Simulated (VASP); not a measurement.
# Ge (I4_1/amd) in VASP: further runs, part 3 of 3

VASP 6.6.1.

**6. Single point, LDA (strained cell)**

The input, INCAR:

```
SYSTEM = Ge
PREC     = Accurate       ! precision mode
ENCUT    = 520            ! plane-wave cutoff, eV
EDIFF    = 1E-6           ! SCF threshold, eV
ISMEAR   = 0              ! smearing method
SIGMA    = 0.1            ! smearing width, eV
LREAL    = .False.        ! projectors in reciprocal space
LASPH    = .True.         ! aspherical terms in the spheres
NELM     = 80             ! most SCF steps
ALGO     = Normal         ! electronic algorithm
ISIF     = 2              ! what is computed and relaxed
LWAVE    = .False.        ! write WAVECAR
LCHARG   = .True.         ! write CHGCAR
GGA      = CA             ! functional
LELF     = .True.         ! ELF
LVHAR    = .True.       
NBANDS   = 21             ! bands
```

The input, KPOINTS:

```
regular mesh
0
Gamma
  12 12 12
  0 0 0
```

The input, POSCAR:

```
Ge
1.0
    0.0000000000      2.8389684436      2.7939946861
    2.8389684436      0.0000000000      2.7939946861
    2.8389684436      2.8389684436      0.0000000000
Ge
2
Direct
    0.0000000000      0.0000000000      0.0000000000
    0.2500000000      0.2500000000      0.2500000000
```

Potentials or basis: VASP PAW LDA potentials, release 64 (Ge_d).

On the command line:

```console
$ cat potpaw_LDA.64/Ge_d/POTCAR > POTCAR
$ mpirun -np 1 vasp_std > vasp.out
```

Wall time 93 s (1 thread of Intel Xeon Platinum 8488C (Sapphire Rapids), shared host); peak memory 0.23 GiB.

Results (log left out):

| Quantity | Value |
| --- | --- |
| Free energy | -10.3882 eV |
| Pressure | -0.8 GPa |
| Band gap on the k mesh | 0.12 eV, indirect (the least direct gap lies 3.2 meV higher) |

Stress tensor (GPa, compression positive):
```
-1.15  0.00  0.00
 0.00 -1.15  0.00
 0.00  0.00 -0.01
```

Levels at points of the mesh, in eV from the valence-band top:
| k point | band 12 | band 13 | band 14 | band 15 | band 16 | band 17 |
| --- | --- | --- | --- | --- | --- | --- |
| (0.00, 0.00, 0.00) | -0.06 | 0.00 | 0.00 | 0.12 | 2.52 | 2.60 |
| (0.50, 0.00, 0.00) | -7.62 | -1.44 | -1.30 | 0.12 | 3.71 | 3.82 |
| (0.50, 0.50, 0.00) | -8.85 | -3.13 | -3.13 | 0.62 | 0.62 | 9.50 |
| (0.50, 0.00, 0.50) | -8.93 | -3.01 | -3.01 | 0.74 | 0.74 | 9.47 |

Caveat: the cell differs from its parent crystal (strained cell). A k mesh can miss the band edges.

**7. Relaxation of the atoms, LDA (strained cell)**

The input, INCAR:

```
PREC     = Accurate       # precision mode
ENCUT    = 520            # plane-wave cutoff, eV
EDIFF    = 1E-6           # SCF threshold, eV
ISMEAR   = 0              # smearing method
SIGMA    = 0.1            # smearing width, eV
LREAL    = False          # projectors in reciprocal space
LASPH    = True           # aspherical terms in the spheres
NELM     = 100            # most SCF steps
ALGO     = Normal         # electronic algorithm
ISIF     = 2              # what is computed and relaxed
LWAVE    = False          # write WAVECAR
LCHARG   = False          # write CHGCAR
IBRION   = 2              # ionic algorithm
NSW      = 60             # ionic steps
EDIFFG   = -0.002         # ionic threshold
```

The input, KPOINTS:

```
Automatic mesh
0
Gamma
  12 12 12
```

POSCAR is that of step 6.

Potentials or basis: VASP PAW LDA potentials, release 64 (Ge_d).

On the command line:

```console
$ cat potpaw_LDA.64/Ge_d/POTCAR > POTCAR
$ mpirun -np 1 vasp_std > vasp.out
```

OUTCAR:

```text
PREC = Accurate
   ENCUT = 520
   EDIFF = 1E-6
   ISMEAR = 0
   LREAL = False
   LASPH = True
   NELM = 100
   ISIF = 2
   IBRION = 2
   NSW = 60
   EDIFFG = -0.002

 ion  position               nearest neighbor table
   1  0.000  0.000  0.000-   2 2.45   2 2.45   2 2.45   2 2.45
   2  0.250  0.250  0.250-   1 2.45   1 2.45   1 2.45   1 2.45

  LATTYP: Found a body centered tetragonal cell.
 ALAT       =     4.0149076761
 C/A-ratio  =     1.3918101792

  Lattice vectors:

 A1 = (   0.0000000000,  -2.8389684436,  -2.7939946861)
 A2 = (   0.0000000000,   2.8389684436,  -2.7939946861)
 A3 = (   2.8389684436,   0.0000000000,   2.7939946861)

Analysis of symmetry for initial positions (statically):
=====================================================================
 Subroutine PRICEL returns:
 Original cell was already a primitive cell.

 Routine SETGRP: Setting up the symmetry group for a
 body centered tetragonal supercell.

 Subroutine GETGRP returns: Found 16 space group operations
 (whereof  8 operations were pure point group operations)
[... 164 lines left out ...]
  free energy    TOTEN  =       -10.38817026 eV

  energy without entropy =      -10.38788078  energy(sigma->0) =      -10.38802552

 E-fermi :   4.7806     XC(G=0): -10.3137

 val. band max:        4.7348843418   @ k =   0.0000   0.0000   0.0000
 cond. band min:       4.8527614770   @ k =   0.5000   0.0000   0.0000
 fundamental gap:      0.1178771352
 Fermi energy:         4.7806175224

 k-point     1 :       0.0000    0.0000    0.0000
  band No.  band energies     occupation
      1     -20.1743      2.00000
      2     -20.1701      2.00000
      3     -20.1701      2.00000
      4     -20.1352      2.00000
      5     -20.1335      2.00000
      6     -19.9232      2.00000
[... 481 lines left out ...]
      5     -20.0717      2.00000
      6     -19.9758      2.00000
[... 10 lines left out ...]
     17       9.4437      0.00000
     18      12.1964      0.00000

 [... further k-points ...]

------------------------ aborting loop because EDIFF is reached ----------------------------------------

  FORCE on cell =-STRESS in cart. coord.  units (eV):
  Direction    XX          YY          ZZ          XY          YZ          ZX
  --------------------------------------------------------------------------------------
  -------------------------------------------------------------------------------------
  Total       -0.3390306     -0.3390306     -0.0180192      0.0000000      0.0000000      0.0000000
  in kB      -12.0607071    -12.0607071     -0.6410170      0.0000000      0.0000000      0.0000000
  external PRESSURE =      -8.2541437 kB  Pullay stress =       0.0000000 kB

 VOLUME and BASIS-vectors are now :
 -----------------------------------------------------------------------------
  energy-cutoff  :      520.00
  volume of cell :       45.04
      direct lattice vectors                 reciprocal lattice vectors
     0.000000000  2.838968444  2.793994686    -0.176120309  0.176120309  0.178955244
     2.838968444  0.000000000  2.793994686     0.176120309 -0.176120309  0.178955244
     2.838968444  2.838968444  0.000000000     0.176120309  0.176120309 -0.178955244

 POSITION                                       TOTAL-FORCE (eV/Angst)
 -----------------------------------------------------------------------------------
      0.00000      0.00000      0.00000         0.000000      0.000000     -0.000000
      1.41948      1.41948      1.39700        -0.000000     -0.000000      0.000000
 -----------------------------------------------------------------------------------
    total drift:                                0.000000     -0.000000      0.000000

  FREE ENERGIE OF THE ION-ELECTRON SYSTEM (eV)
  ---------------------------------------------------
  free  energy   TOTEN  =       -10.3881702615 eV

  energy  without entropy=      -10.3878807805  energy(sigma->0) =      -10.38802552

 reached required accuracy - stopping structural energy minimisation
```

OSZICAR:

```text
N       E                     dE             d eps       ncg     rms          rms(c)
DAV:   1     0.161843324990E+03    0.16184E+03   -0.15513E+04  5938   0.416E+03
DAV:   2     0.100734705289E+02   -0.15177E+03   -0.14925E+03  5878   0.532E+02
DAV:   3    -0.994057696347E+01   -0.20014E+02   -0.19833E+02  6422   0.146E+02
DAV:   4    -0.105548562264E+02   -0.61428E+00   -0.61321E+00  6904   0.293E+01
DAV:   5    -0.105645990547E+02   -0.97428E-02   -0.97419E-02  6534   0.379E+00    0.329E+00
DAV:   6    -0.104467861557E+02    0.11781E+00   -0.44741E-02  6238   0.188E+00    0.190E+00
DAV:   7    -0.103874632571E+02    0.59323E-01   -0.93280E-02  6060   0.233E+00    0.139E-01
DAV:   8    -0.103881549061E+02   -0.69165E-03   -0.57254E-03  6492   0.100E+00    0.430E-02
DAV:   9    -0.103881738676E+02   -0.18962E-04   -0.11863E-04  7410   0.145E-01    0.158E-02
DAV:  10    -0.103881707097E+02    0.31579E-05   -0.13381E-05  7638   0.556E-02    0.407E-03
DAV:  11    -0.103881702615E+02    0.44819E-06   -0.16991E-06  4752   0.942E-03
   1 F= -.10388170E+02 E0= -.10388026E+02  d E =-.103882E+02
```

Run time: 1.9 min. Hardware: 1 thread of Oxide Virtual Turin-like, shared host; peak memory 0.19 GiB.

What came out:

```yaml
Free_energy: -10.3882 eV
Pressure_after_relaxing: -0.8 GPa
Band_gap_on_the_k_mesh: 0.12 eV, indirect (the least direct gap lies 3.3 meV higher)
```

Final structure:
```xyz
2
Lattice="0.0000 2.8390 2.7940 2.8390 0.0000 2.7940 2.8390 2.8390 0.0000" Properties=species:S:1:pos:R:3 pbc="T T T"
Ge    0.0000    0.0000    0.0000
Ge    1.4195    1.4195    1.3970
```

Levels at points of the mesh, in eV from the valence-band top:
| k point | band 10 | band 11 | band 12 | band 13 | band 14 | band 15 | band 16 | band 17 | band 18 |
| --- | --- | --- | --- | --- | --- | --- | --- | --- | --- |
| (0.00, 0.00, 0.00) | -24.64 | -12.80 | -0.06 | 0.00 | 0.00 | 0.12 | 2.52 | 2.60 | 2.60 |
| (0.50, 0.00, 0.00) | -24.61 | -10.70 | -7.62 | -1.44 | -1.30 | 0.12 | 3.71 | 3.82 | 7.02 |
| (0.50, 0.50, 0.00) | -24.60 | -8.85 | -8.85 | -3.13 | -3.13 | 0.62 | 0.62 | 9.50 | 9.50 |
| (0.50, 0.00, 0.50) | -24.60 | -8.93 | -8.93 | -3.01 | -3.01 | 0.74 | 0.74 | 9.47 | 9.47 |

Caveat: the cell differs from its parent crystal (strained cell); the relaxation stopped at its first step, so nothing moved. A k mesh can miss the band edges.

**8. The runs side by side**

| task | cell | smearing | gap on the mesh (eV) | pressure (GPa) |
| --- | --- | --- | --- | --- |
| single point | a = 3.981, b = 3.981, c = 4.015 Å, angles 59.7, 59.7, 60.6°, 2 atoms | gaussian 0.1 eV | 0.12 | -0.8 |
| single point | a = 3.980, b = 3.980, c = 4.015 Å, angles 59.7, 59.7, 60.6°, 2 atoms | gaussian 0.1 eV | 0.13 | -0.7 |
| single point | a = 3.980, b = 3.980, c = 4.015 Å, angles 59.7, 59.7, 60.6°, 2 atoms | gaussian 0.01 eV | 0.13 | -0.7 |
| single point | a = 3.983, b = 3.983, c = 4.015 Å, angles 59.7, 59.7, 60.5°, 2 atoms | gaussian 0.1 eV | 0.12 | -0.8 |
| relaxation of the atoms | atoms relaxed from a = 3.983, b = 3.983, c = 4.015 Å, angles 59.7, 59.7, 60.5°, 2 atoms | gaussian 0.1 eV | 0.12 | -0.8 |

Alike in all rows: level LDA; potentials or basis VASP PAW LDA potentials, release 64 (Ge_d); no spin polarisation; k mesh 12 × 12 × 12; cutoff (eV) 520.

Caveats: the relaxation stopped at its first step, so nothing moved (some runs).

Absolute energies hang on the potentials; compare differences alone.
